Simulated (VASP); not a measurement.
Write the native input for VASP 6.6.1 that does the following.

| Item | Value |
| --- | --- |
| Task | single point |
| Functional | PBE |
| Potentials or basis | VASP PAW PBE potentials, release 64 (Cu) |
| Cutoff | 520 eV |
| k mesh | 24 × 24 × 12 |
| Occupations | gaussian, width 0.1 eV |
| Spin | no spin polarisation |
| Dipole correction | no |
| Further INCAR settings | ALGO = Fast; EDIFF = 1e-06; NBANDS = 18 |

The structure of Cu lies in POSCAR:

```
Cu
1.0
    2.6193705803      0.0000000000      0.0000000000
   -1.3096852901      2.2684414644      0.0000000000
    0.0000000000      0.0000000000      4.2773987209
Cu
2
Direct
    0.3333333333      0.6666666667      0.2500000000
    0.6666666667      0.3333333333      0.7500000000
```

This cell differs from its parent crystal: equal strain along all axes, cell held: +2.0 %.

One way to write it, as run:

INCAR

```
SYSTEM = Cu
ALGO     = Fast           ! electronic algorithm
EDIFF    = 1E-6           ! SCF threshold, eV
ENCUT    = 520            ! plane-wave cutoff, eV
GGA      = PE             ! functional
ISIF     = 2              ! what is computed and relaxed
ISMEAR   = 0              ! smearing method
LASPH    = .True.         ! aspherical terms in the spheres
LCHARG   = .False.        ! write CHGCAR
LREAL    = .False.        ! projectors in reciprocal space
LWAVE    = .False.        ! write WAVECAR
NBANDS   = 18             ! bands
NELM     = 60             ! most SCF steps
PREC     = Accurate       ! precision mode
SIGMA    = 0.1            ! smearing width, eV
```

KPOINTS

```
k-points
0
Gamma
  24 24 12
  0 0 0
```

Potentials or basis: VASP PAW PBE potentials, release 64 (Cu).

Command:

```sh
$ cat potpaw_PBE.64/Cu/POTCAR > POTCAR
$ mpirun -np 1 vasp_std > vasp.out
```

Results of the run:

```yaml
Pressure: -6.5 GPa
Band_gap_on_the_k_mesh: zero (band 11 reaches 10.60 eV, above the bottom of band 12 at 4.86 eV)
```

Caveat: the cell differs from its parent crystal (equal strain along all axes, cell held: +2.0 %).

Run time: 61 s on 1 thread of Intel(R) Xeon(R) 6975P-C (Granite Rapids) (shared host), peak memory 0.26 GiB.
